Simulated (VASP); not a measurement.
# Si2Ni (Fm-3m) in VASP: single point with LDA

Aim: the single point of Si2Ni with LDA.

All numbers are computed with VASP 6.6.1; they aren't measurements. Logs are shortened: lines on timing, memory, paths and dates and some standing lists are left out, and cuts for length are marked.

## Step 1: The cell of the first run

Symmetry: Fm-3m, No. 225, cubic system. Conventional cell: a = 5.351 Å, b = 5.351 Å, c = 5.351 Å, α = 90.00°, β = 90.00°, γ = 90.00°. Within 3.1 Å of Si (site symmetry -43m) lie 4 Ni at 2.32 Å and 6 Si at 2.68 Å. Within 3.1 Å of Ni (site symmetry m-3m) lie 8 Si at 2.32 Å.

## Step 2: Single point, LDA

Contents of INCAR:

```
SYSTEM = Si2Ni
PREC     = Accurate       ! precision mode
ENCUT    = 520            ! plane-wave cutoff, eV
EDIFF    = 1E-6           ! SCF threshold, eV
ISMEAR   = 0              ! smearing method
SIGMA    = 0.15           ! smearing width, eV
LREAL    = .FALSE.        ! projectors in reciprocal space
LASPH    = .TRUE.         ! aspherical terms in the spheres
NELM     = 100            ! most SCF steps
ALGO     = Normal         ! electronic algorithm
ISIF     = 2              ! what is computed and relaxed
LWAVE    = .FALSE.        ! write WAVECAR
LCHARG   = .TRUE.         ! write CHGCAR
LELF     = .TRUE.         ! ELF
LVHAR    = .TRUE.       
NBANDS   = 16             ! bands
```

Contents of KPOINTS:

```
regular mesh
0
G
  14 14 14
  0 0 0
```

Contents of POSCAR:

```
Si2Ni
1.0
    0.0000000000      2.6754800491      2.6754800491
    2.6754800491      0.0000000000      2.6754800491
    2.6754800491      2.6754800491      0.0000000000
Si Ni
2 1
Direct
    0.2500000000      0.2500000000      0.2500000000
    0.7500000000      0.7500000000      0.7500000000
    0.0000000000      0.0000000000      0.0000000000
```

Potentials or basis: VASP PAW LDA potentials, release 64 (Si, Ni).

Launch:

```console
cat potpaw_LDA.64/Si/POTCAR potpaw_LDA.64/Ni/POTCAR > POTCAR
mpirun -np 1 vasp_std > vasp.out
```

OUTCAR:

```text
SYSTEM = Si2Ni
   PREC = Accurate
   ENCUT = 520
   EDIFF = 1E-6
   ISMEAR = 0
   LREAL = .FALSE.
   LASPH = .TRUE.
   NELM = 100
   ISIF = 2

 ion  position               nearest neighbor table
   1  0.250  0.250  0.250-   3 2.32   3 2.32   3 2.32   3 2.32   2 2.68   2 2.68   2 2.68   2 2.68
                             2 2.68   2 2.68
   2  0.750  0.750  0.750-   3 2.32   3 2.32   3 2.32   3 2.32   1 2.68   1 2.68   1 2.68   1 2.68
                             1 2.68   1 2.68
   3  0.000  0.000  0.000-   1 2.32   2 2.32   2 2.32   2 2.32   2 2.32   1 2.32   1 2.32   1 2.32

  LATTYP: Found a face centered cubic cell.
 ALAT       =     5.3509600982

  Lattice vectors:

 A1 = (   0.0000000000,   2.6754800491,   2.6754800491)
 A2 = (   2.6754800491,   0.0000000000,   2.6754800491)
 A3 = (   2.6754800491,   2.6754800491,   0.0000000000)

Analysis of symmetry for initial positions (statically):
=====================================================================
 Subroutine PRICEL returns:
 Original cell was already a primitive cell.

 Routine SETGRP: Setting up the symmetry group for a
 face centered cubic supercell.

 Subroutine GETGRP returns: Found 48 space group operations
 (whereof 48 operations were pure point group operations)
 out of a pool of 48 trial point group operations.

The static configuration has the point symmetry O_h .

Analysis of symmetry for dynamics (positions and initial velocities):
=====================================================================
 Subroutine PRICEL returns:
 Original cell was already a primitive cell.

 Routine SETGRP: Setting up the symmetry group for a
 face centered cubic supercell.

 Subroutine GETGRP returns: Found 48 space group operations
 (whereof 48 operations were pure point group operations)
 out of a pool of 48 trial point group operations.

The dynamic configuration has the point symmetry O_h .

 Subroutine INISYM returns: Found 48 space group operations
 (whereof 48 operations are pure point group operations),
 and found     1 'primitive' translations

----------------------------------------------------------------------------------------

                                     Primitive cell

  volume of cell :      38.3032

  direct lattice vectors                    reciprocal lattice vectors
     0.000000000  2.675480049  2.675480049    -0.186882350  0.186882350  0.186882350
     2.675480049  0.000000000  2.675480049     0.186882350 -0.186882350  0.186882350
     2.675480049  2.675480049  0.000000000     0.186882350  0.186882350 -0.186882350

[... 82 lines left out ...]
   LASPH  =      T    aspherical Exc in radial PAW
   ENCUT  =  520.0 eV  38.22 Ry    6.18 a.u.   7.04  7.04  7.04*2*pi/ulx,y,z
   NELM   =    100;   NELMIN=  2; NELMDL= -5     # of ELM steps
   EDIFF  = 0.1E-05   stopping-criterion for ELM
   LREAL  =      F    real-space projection
   EDIFFG = 0.1E-04   stopping-criterion for IOM
   NSW    =      0    number of steps for IOM
   IBRION =     -1    ionic relax: 0-MD 1-quasi-New 2-CG
   NFREE  =      0    steps in history (QN), initial steepest desc. (CG)
   ISIF   =      2    stress and relaxation
   ISYM   =      2    0-nonsym 1-usesym 2-fastsym
   POTIM  = 0.5000    time-step for ionic-motion
   TEBEG  =    0.0;   TEEND  =   0.0 temperature during run
   PSTRESS=    0.0 pullay stress
   NELECT =      18.0000    total number of electrons
   NUPDOWN=      -1.0000    fix difference up-down
   EMIN   =  10.00;   EMAX   =-10.00  energy-range for DOS
   EFERMI =   0.00;   METHOD = LEGACY
   ISMEAR =     0;   SIGMA  =   0.15  broadening in eV -4-tet -1-fermi 0-gaus
   EFERMI_NEDOS =   21; number of points for ismear=-14 and -15
   IALGO  =     38    algorithm
   IMIX   =      4    mixing-type and parameters
     AMIX     =   0.40;   BMIX     =  1.00
     AMIX_MAG =   1.60;   BMIX_MAG =  1.00
  volume/ion in A,a.u.               =      12.77        86.16
  Fermi-wavevector in a.u.,A,eV,Ry     =   1.272782  2.405209 22.041077  1.619973
  Thomas-Fermi vector in A             =   2.405641
   LORBIT       =      0    0 simple, 1 ext, 2 COOP (PROOUT), +10 PAW based schemes
   GGA     = CA    functional components
   LHFCALC =     F    Hartree Fock is set to
   AEXX    =    0.0000 exact exchange contribution
   IVDW    =     0    specifies the selected vdW correction
   LEPSILON=     F    determine dielectric tensor
   LRPA    =     F    only Hartree local field effects (RPA)
 non-spin polarized calculation
 Gauss-broadening in eV      SIGMA  =   0.15
  energy-cutoff  :      520.00
  volume of cell :       38.30
 maximum number of plane-waves:      1056
   NGX = 13   NGY = 13   NGZ = 13

 number of electron      17.9999990 magnetization

 Free energy of the ion-electron system (eV)
  ---------------------------------------------------
  ext. energy  EPLUGINS =         0.00000000
  ---------------------------------------------------
  free energy    TOTEN  =       -19.90367643 eV

  energy without entropy =      -19.89399912  energy(sigma->0) =      -19.89883778

 E-fermi :  10.8478     XC(G=0): -11.8974

 val. band max:       10.7993256052   @ k =   0.4286   0.2857   0.0000
 cond. band min:      10.8728836278   @ k =  -0.2143   0.1429   0.0000
 fundamental gap:      0.0735580226
 Fermi energy:        10.8478049118

 k-point     1 :       0.0000    0.0000    0.0000
  band No.  band energies     occupation
      1      -3.2837      2.00000
      2       5.3826      2.00000
      3       5.3826      2.00000
      4       5.3826      2.00000
      5       7.1125      2.00000
      6       7.1125      2.00000
[... 433 lines left out ...]
      3       5.5594      2.00000
      4       5.5963      2.00000
      5       6.5775      2.00000
      6       7.2490      2.00000
[... 8 lines left out ...]
     15      17.9517      0.00000
     16      18.2032      0.00000

 [... further k-points ...]
[... 5 lines left out ...]
  --------------------------------------------------------------------------------------
  -------------------------------------------------------------------------------------
  Total        0.0407018      0.0407018      0.0407018      0.0000000     -0.0000000      0.0000000
  in kB        1.7025060      1.7025060      1.7025060      0.0000000     -0.0000000      0.0000000
  external PRESSURE =       1.7025060 kB  Pullay stress =       0.0000000 kB

 VOLUME and BASIS-vectors are now :
 -----------------------------------------------------------------------------
  energy-cutoff  :      520.00
  volume of cell :       38.30
      direct lattice vectors                 reciprocal lattice vectors
     0.000000000  2.675480049  2.675480049    -0.186882350  0.186882350  0.186882350
     2.675480049  0.000000000  2.675480049     0.186882350 -0.186882350  0.186882350
     2.675480049  2.675480049  0.000000000     0.186882350  0.186882350 -0.186882350

 POSITION                                       TOTAL-FORCE (eV/Angst)
 -----------------------------------------------------------------------------------
      1.33774      1.33774      1.33774         0.000000      0.000000     -0.000000
      4.01322      4.01322      4.01322        -0.000000     -0.000000      0.000000
      0.00000      0.00000      0.00000         0.000000      0.000000     -0.000000
 -----------------------------------------------------------------------------------
    total drift:                               -0.000000     -0.000000      0.000000

  FREE ENERGIE OF THE ION-ELECTRON SYSTEM (eV)
  ---------------------------------------------------
  free  energy   TOTEN  =       -19.9036764261 eV

  energy  without entropy=      -19.8939991240  energy(sigma->0) =      -19.89883778
```

OSZICAR:

```text
N       E                     dE             d eps       ncg     rms          rms(c)
DAV:   1     0.628438184010E+02    0.62844E+02   -0.78228E+03  3368   0.116E+03
DAV:   2    -0.184579580791E+02   -0.81302E+02   -0.74165E+02  3696   0.215E+02
DAV:   3    -0.219184587868E+02   -0.34605E+01   -0.33897E+01  4336   0.481E+01
DAV:   4    -0.219756271638E+02   -0.57168E-01   -0.57118E-01  3864   0.597E+00
DAV:   5    -0.219771489822E+02   -0.15218E-02   -0.15218E-02  4376   0.103E+00    0.164E+01
DAV:   6    -0.259762117537E+02   -0.39991E+01   -0.37637E+01  3440   0.146E+02    0.233E+01
DAV:   7    -0.200226983068E+02    0.59535E+01   -0.11578E+01  4152   0.925E+01    0.350E+00
DAV:   8    -0.199635027137E+02    0.59196E-01   -0.14221E+00  4624   0.186E+01    0.279E+00
DAV:   9    -0.199050987940E+02    0.58404E-01   -0.25019E-01  4040   0.956E+00    0.575E-01
DAV:  10    -0.199039122328E+02    0.11866E-02   -0.87427E-03  4744   0.155E+00    0.277E-01
DAV:  11    -0.199036722716E+02    0.23996E-03   -0.66555E-04  4856   0.284E-01    0.487E-02
DAV:  12    -0.199036809671E+02   -0.86955E-05   -0.32783E-05  4544   0.714E-02    0.253E-02
DAV:  13    -0.199036762960E+02    0.46711E-05   -0.12320E-05  4320   0.916E-02    0.447E-03
DAV:  14    -0.199036764261E+02   -0.13009E-06   -0.11359E-06  2288   0.727E-03
   1 F= -.19903676E+02 E0= -.19898838E+02  d E =-.967730E-02
```

It took 2.6 min on 1 thread of AMD EPYC 7R13, shared host; peak memory 0.15 GiB.

What came out:

* Free energy: -19.9037 eV
* Pressure: 0.2 GPa
* Band gap on the k mesh: zero (band 9 reaches 12.57 eV, above the bottom of band 10 at 10.40 eV)

Spin polarisation is off, so any magnetic state and its effect on volume and gap are missing.
